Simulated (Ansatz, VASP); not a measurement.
## Al in VASP and in Ansatz

```
Al
1.0
    -1.51166    1.51166    1.67078
     1.51166   -1.51166    1.67078
     1.51166    1.51166   -1.67078
Al
1
Cartesian
  0.0000 0.0000 0.0000
```

Change from the starting cell: strain -0.050 along x and y, +0.050 along z, atoms carried along.

Alike in both runs: task single point; functional r2SCAN; k mesh 20 × 20 × 20; occupations gaussian, width 0.15 eV; no spin polarisation.

|  | VASP | Ansatz |
| --- | --- | --- |
| version | VASP 6.6.1 | Ansatz 0.2.0 |
| potentials or method | VASP PAW PBE potentials, release 64 (Al), cutoff 520 eV | scalar-relativistic, plane waves, PAW |
| valence electrons in the cell | 3 | 3 |

|  | VASP | Ansatz | Ansatz less VASP |
| --- | --- | --- | --- |
| gap on the k mesh at the Fermi level (eV) | none | none | - |
| pressure (GPa) | 5.1 | 5.5 | +0.36 |
| traceless stress, the component that is largest in VASP (GPa) | 3.27 | 3.27 | 0.000 |

VASP's potentials were made for PBE, not for r2SCAN. A gap of «none» marks a metal or a gap that the smearing closes.
